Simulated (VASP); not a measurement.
# Rh12S in VASP: single point with PBE

Aim: the single point of Rh12S with PBE.

Everything below comes from runs of VASP 6.6.1. Logs are shortened: lines on timing, memory, paths and dates and some standing lists are left out, and cuts for length are marked.

**1. The cell of the first run**

The cell holds a slab with vacuum, 13 atoms: a = 5.417 Å, b = 5.417 Å, c = 19.174 Å, α = 90.00°, β = 90.00°, γ = 90.00°.

**2. Single point, PBE**

INCAR

```
SYSTEM = Rh12S
PREC     = Accurate       ! precision mode
ENCUT    = 520            ! plane-wave cutoff, eV
EDIFF    = 1E-7           ! SCF threshold, eV
ISMEAR   = 0              ! smearing method
SIGMA    = 0.1            ! smearing width, eV
LREAL    = .False.        ! projectors in reciprocal space
LASPH    = .True.         ! aspherical terms in the spheres
NELM     = 100            ! most SCF steps
ALGO     = Normal         ! electronic algorithm
ISIF     = 2              ! what is computed and relaxed
LWAVE    = .False.        ! write WAVECAR
LCHARG   = .True.         ! write CHGCAR
LDIPOL   = .True.       
IDIPOL   = 3            
DIPOL    = 0.5 0.5 0.319
GGA      = PE             ! functional
LELF     = .True.         ! ELF
LVHAR    = .True.       
LVACPOTAV= .True.       
NBANDS   = 105            ! bands
```

KPOINTS

```
Automatic mesh
0
Gamma
  5 5 1
  0 0 0
```

POSCAR

```
Rh12S
1.0
    5.4165863251      0.0000000000      0.0000000000
    0.0000000000      5.4165863251      0.0000000000
    0.0000000000      0.0000000000     19.1737394005
Rh S
12 1
Direct
    0.2500000000      0.2500000000      0.2086186693
    0.2500000000      0.7500000000      0.2086186693
    0.7500000000      0.2500000000      0.2086186693
    0.7500000000      0.7500000000      0.2086186693
    0.0000000000      0.0000000000      0.3044995949
    0.0000000000      0.5000000000      0.3044995949
    0.5000000000      0.0000000000      0.3044995949
    0.5000000000      0.5000000000      0.3044995949
    0.2500000000      0.2500000000      0.4002213256
    0.2500000000      0.7500000000      0.4002213256
    0.7500000000      0.2500000000      0.4002213256
    0.7500000000      0.7500000000      0.4002213256
    0.3333333333      0.5000000000      0.4886419596
```

Potentials or basis: VASP PAW PBE potentials, release 64 (Rh_pv, S).

Run with:

```
cat potpaw_PBE.64/Rh_pv/POTCAR potpaw_PBE.64/S/POTCAR > POTCAR
mpirun -np 1 vasp_std > vasp.out
```

OUTCAR:

```text
SYSTEM = Rh12S
   PREC = Accurate
   ENCUT = 520
   EDIFF = 1E-7
   ISMEAR = 0
   LREAL = .False.
   LASPH = .True.
   NELM = 100
   ISIF = 2
   GGA = PE

 ion  position               nearest neighbor table
   1  0.250  0.250  0.209-   5 2.65   6 2.65   7 2.65   8 2.65   2 2.71   3 2.71   2 2.71   3 2.71

   2  0.250  0.750  0.209-   5 2.65   6 2.65   7 2.65   8 2.65   1 2.71   4 2.71   1 2.71   4 2.71

   3  0.750  0.250  0.209-   5 2.65   6 2.65   7 2.65   8 2.65   1 2.71   4 2.71   4 2.71   1 2.71
[... 4 lines left out ...]
                             6 2.71   7 2.71   6 2.71   7 2.71
   6  0.000  0.500  0.304-   9 2.65  10 2.65  11 2.65  12 2.65   1 2.65   2 2.65   3 2.65   4 2.65
                             5 2.71   8 2.71   5 2.71   8 2.71
   7  0.500  0.000  0.304-   9 2.65  10 2.65  11 2.65  12 2.65   1 2.65   2 2.65   3 2.65   4 2.65
                             5 2.71   8 2.71   8 2.71   5 2.71
   8  0.500  0.500  0.304-   9 2.65  10 2.65  11 2.65  12 2.65   1 2.65   2 2.65   3 2.65   4 2.65
                             6 2.71   7 2.71   7 2.71   6 2.71
   9  0.250  0.250  0.400-  13 2.22   6 2.65   7 2.65   8 2.65   5 2.65  11 2.71  10 2.71  10 2.71
                            11 2.71
  10  0.250  0.750  0.400-  13 2.22   6 2.65   7 2.65   8 2.65   5 2.65  12 2.71   9 2.71   9 2.71
                            12 2.71
  11  0.750  0.250  0.400-   5 2.65   6 2.65   7 2.65   8 2.65   9 2.71  12 2.71  12 2.71   9 2.71

  12  0.750  0.750  0.400-   5 2.65   6 2.65   7 2.65   8 2.65  10 2.71  11 2.71  11 2.71  10 2.71

  13  0.333  0.500  0.489-   9 2.22  10 2.22

  LATTYP: Found a simple tetragonal cell.
 ALAT       =     5.4165863251
 C/A-ratio  =     3.5398197776

  Lattice vectors:

 A1 = (   5.4165863251,   0.0000000000,   0.0000000000)
 A2 = (   0.0000000000,   5.4165863251,   0.0000000000)
 A3 = (   0.0000000000,   0.0000000000,  19.1737394005)

Analysis of symmetry for initial positions (statically):
=====================================================================
 Subroutine PRICEL returns:
 Original cell was already a primitive cell.

 Routine SETGRP: Setting up the symmetry group for a
 simple tetragonal supercell.

 Subroutine GETGRP returns: Found  2 space group operations
 (whereof  2 operations were pure point group operations)
 out of a pool of 16 trial point group operations.

The static configuration has the point symmetry C_1h.

Analysis of symmetry for dynamics (positions and initial velocities):
=====================================================================
 Subroutine PRICEL returns:
 Original cell was already a primitive cell.

 Routine SETGRP: Setting up the symmetry group for a
 simple tetragonal supercell.

 Subroutine GETGRP returns: Found  2 space group operations
 (whereof  2 operations were pure point group operations)
 out of a pool of 16 trial point group operations.

The dynamic configuration has the point symmetry C_1h.

 Subroutine INISYM returns: Found  2 space group operations
 (whereof  2 operations are pure point group operations),
 and found     1 'primitive' translations

----------------------------------------------------------------------------------------

                                     Primitive cell

  volume of cell :     562.5462

  direct lattice vectors                    reciprocal lattice vectors
     5.416586325  0.000000000  0.000000000     0.184618123  0.000000000  0.000000000
     0.000000000  5.416586325  0.000000000     0.000000000  0.184618123  0.000000000
     0.000000000  0.000000000 19.173739401     0.000000000  0.000000000  0.052154667

  length of vectors
     5.416586325  5.416586325 19.173739401     0.184618123  0.184618123  0.052154667

  position of ions in fractional coordinates (direct lattice)
     0.250000000  0.250000000  0.208618669
     0.250000000  0.750000000  0.208618669
     0.750000000  0.250000000  0.208618669
     0.750000000  0.750000000  0.208618669
     0.000000000  0.000000000  0.304499595
     0.000000000  0.500000000  0.304499595
     0.500000000  0.000000000  0.304499595
     0.500000000  0.500000000  0.304499595
     0.250000000  0.250000000  0.400221326
[... 33 lines left out ...]
     0.000000000  0.036923625  0.000000000     0.000000000  0.200000000  0.000000000
     0.000000000  0.000000000  0.052154667     0.000000000  0.000000000  1.000000000

  Length of vectors
     0.036923625  0.036923625  0.052154667

  Shift w.r.t. Gamma in fractional coordinates (k-lattice)
     0.000000000  0.000000000  0.000000000

 Subroutine IBZKPT returns following result:
 ===========================================

 Found      9 irreducible k-points:

 Following reciprocal coordinates:
            Coordinates               Weight
  0.000000  0.000000  0.000000      1.000000
  0.200000  0.000000  0.000000      2.000000
  0.000000  0.200000  0.000000      2.000000
  0.400000  0.000000  0.000000      2.000000
  0.000000  0.400000  0.000000      2.000000
  0.200000  0.200000  0.000000      4.000000
  0.400000  0.200000  0.000000      4.000000
 -0.200000  0.400000  0.000000      4.000000
  0.400000  0.400000  0.000000      4.000000
   k-points           NKPTS =      9   k-points in BZ     NKDIM =      9   number of bands    NBANDS=    105
   number of dos      NEDOS =    301   number of ions     NIONS =     13
   total plane-waves  NPLWV = 230400
   dimension x,y,z NGX =    40 NGY =   40 NGZ =  144
   dimension x,y,z NGXF=    80 NGYF=   80 NGZF=  288
   ions per type =              12   1
   NGX,Y,Z   is equivalent  to a cutoff of  12.28, 12.28, 12.49 a.u.
   NGXF,Y,Z  is equivalent  to a cutoff of  24.55, 24.55, 24.97 a.u.
 SYSTEM =  Rh12S
   PREC   = accura    normal or accurate (medium, high low for compatibility)
   ISTART =      0    job   : 0-new  1-cont  2-samecut
   ICHARG =      2    charge: 1-file 2-atom 10-const
   ISPIN  =      1    spin polarized calculation?
   LNONCOLLINEAR =      F non collinear calculations
   LSORBIT =      F    spin-orbit coupling
   LASPH  =      T    aspherical Exc in radial PAW
   ENCUT  =  520.0 eV  38.22 Ry    6.18 a.u.  10.07 10.07 35.65*2*pi/ulx,y,z
   NELM   =    100;   NELMIN=  2; NELMDL= -5     # of ELM steps
   EDIFF  = 0.1E-06   stopping-criterion for ELM
   LREAL  =      F    real-space projection
   EDIFFG = 0.1E-05   stopping-criterion for IOM
   NSW    =      0    number of steps for IOM
   IBRION =     -1    ionic relax: 0-MD 1-quasi-New 2-CG
   NFREE  =      0    steps in history (QN), initial steepest desc. (CG)
   ISIF   =      2    stress and relaxation
   ISYM   =      2    0-nonsym 1-usesym 2-fastsym
   POTIM  = 0.5000    time-step for ionic-motion
   TEBEG  =    0.0;   TEEND  =   0.0 temperature during run
   PSTRESS=    0.0 pullay stress
   NELECT =     186.0000    total number of electrons
   NUPDOWN=      -1.0000    fix difference up-down
   EMIN   =  10.00;   EMAX   =-10.00  energy-range for DOS
   EFERMI =   0.00;   METHOD = LEGACY
   ISMEAR =     0;   SIGMA  =   0.10  broadening in eV -4-tet -1-fermi 0-gaus
   EFERMI_NEDOS =   21; number of points for ismear=-14 and -15
   IALGO  =     38    algorithm
   IMIX   =      4    mixing-type and parameters
     AMIX     =   0.40;   BMIX     =  1.00
     AMIX_MAG =   1.60;   BMIX_MAG =  1.00
  volume/ion in A,a.u.               =      43.27       292.02
  Fermi-wavevector in a.u.,A,eV,Ry     =   1.132035  2.139235 17.435902  1.281503
  Thomas-Fermi vector in A             =   2.268735
   LORBIT       =      0    0 simple, 1 ext, 2 COOP (PROOUT), +10 PAW based schemes
   GGA     = PE    functional components
   LHFCALC =     F    Hartree Fock is set to
   AEXX    =    0.0000 exact exchange contribution
   IVDW    =     0    specifies the selected vdW correction
   LEPSILON=     F    determine dielectric tensor
   LRPA    =     F    only Hartree local field effects (RPA)
 non-spin polarized calculation
 Gauss-broadening in eV      SIGMA  =   0.10
  energy-cutoff  :      520.00
  volume of cell :      562.55
 maximum number of plane-waves:     15180
   NGX = 21   NGY = 21   NGZ = 71

 dipolmoment           0.000000      0.000000     -0.025927 electrons x Angstroem

 number of electron     186.0000092 magnetization

 dipolmoment           0.000000      0.000000      0.055459 electrons x Angstroem

 Free energy of the ion-electron system (eV)
  ---------------------------------------------------
  ext. energy  EPLUGINS =         0.00000000
  ---------------------------------------------------
  free energy    TOTEN  =       -84.70450283 eV

  energy without entropy =      -84.61649766  energy(sigma->0) =      -84.66050025

 E-fermi :   0.2330     XC(G=0):  -5.4383

 val. band max:        0.2020996283   @ k =   0.0000   0.2000   0.0000
 cond. band min:       0.2484766442   @ k =   0.0000   0.2000   0.0000
 fundamental gap:      0.0463770158
 Fermi energy:         0.2329620434

 k-point     1 :       0.0000    0.0000    0.0000
  band No.  band energies     occupation
      1     -46.8479      2.00000
      2     -46.8238      2.00000
      3     -46.7652      2.00000
      4     -46.7584      2.00000
      5     -46.7245      2.00000
      6     -46.6542      2.00000
[... 961 lines left out ...]
    104       1.4177      0.00000
    105       1.8132      0.00000

------------------------ aborting loop because EDIFF is reached ----------------------------------------

  FORCE on cell =-STRESS in cart. coord.  units (eV):
  Direction    XX          YY          ZZ          XY          YZ          ZX
  --------------------------------------------------------------------------------------
  -------------------------------------------------------------------------------------
  Total       -5.7076314     -5.2007913      1.6472478      0.0000000      0.0000000      1.8345620
  in kB      -16.2557998    -14.8122780      4.6914962      0.0000000      0.0000000      5.2249823
  external PRESSURE =      -8.7921939 kB  Pullay stress =       0.0000000 kB

 VOLUME and BASIS-vectors are now :
 -----------------------------------------------------------------------------
  energy-cutoff  :      520.00
  volume of cell :      562.55
      direct lattice vectors                 reciprocal lattice vectors
     5.416586325  0.000000000  0.000000000     0.184618123  0.000000000  0.000000000
     0.000000000  5.416586325  0.000000000     0.000000000  0.184618123  0.000000000
     0.000000000  0.000000000 19.173739401     0.000000000  0.000000000  0.052154667

 POSITION                                       TOTAL-FORCE (eV/Angst)
 -----------------------------------------------------------------------------------
      1.35415      1.35415      4.00000        -0.023534     -0.036222      0.024142
      1.35415      4.06244      4.00000        -0.023534      0.036222      0.024142
      4.06244      1.35415      4.00000        -0.036236      0.119151     -0.091979
      4.06244      4.06244      4.00000        -0.036236     -0.119151     -0.091979
      0.00000      0.00000      5.83840        -0.130291      0.000000      0.068625
      0.00000      2.70829      5.83840        -0.127385      0.000000     -0.344243
      2.70829      0.00000      5.83840        -0.053592      0.000000      0.125692
      2.70829      2.70829      5.83840         0.212288      0.000000     -0.536273
      1.35415      1.35415      7.67374        -0.170525     -0.420138      0.291198
      1.35415      4.06244      7.67374        -0.170525      0.420138      0.291198
      4.06244      1.35415      7.67374        -0.077843     -0.038421      0.118091
      4.06244      4.06244      7.67374        -0.077843      0.038421      0.118091
      1.80553      2.70829      9.36909         0.715258      0.000000      0.003294
 -----------------------------------------------------------------------------------
    total drift:                               -0.000152      0.000000     -0.000491

  FREE ENERGIE OF THE ION-ELECTRON SYSTEM (eV)
  ---------------------------------------------------
  free  energy   TOTEN  =       -84.7045028320 eV

  energy  without entropy=      -84.6164976638  energy(sigma->0) =      -84.66050025

 vacuum level on the upper side and lower side of the slab         5.514         5.172
```

It took 28 min on 1 thread of Intel Xeon Platinum 8259CL at 2.50GHz (Skylake/Cascade Lake), shared host; peak memory 0.71 GiB.

Results:

| Property | Result |
| --- | --- |
| Free energy | -84.7045 eV |
| Largest force | 0.715 eV/Å |
| Band gap on the k mesh | zero (bands 93 and 94 overlap by 0.73 eV) |

Forces on the atoms (eV/Å):
```
Rh  -0.024 -0.036  0.024
Rh  -0.024  0.036  0.024
Rh  -0.036  0.119 -0.092
Rh  -0.036 -0.119 -0.092
Rh  -0.130  0.000  0.069
Rh  -0.127  0.000 -0.344
Rh  -0.054  0.000  0.126
Rh   0.212  0.000 -0.536
Rh  -0.171 -0.420  0.291
Rh  -0.171  0.420  0.291
Rh  -0.078 -0.038  0.118
Rh  -0.078  0.038  0.118
S    0.715  0.000  0.003
```

The gap in the log of VASP goes by the Fermi energy; the results here count the filled bands.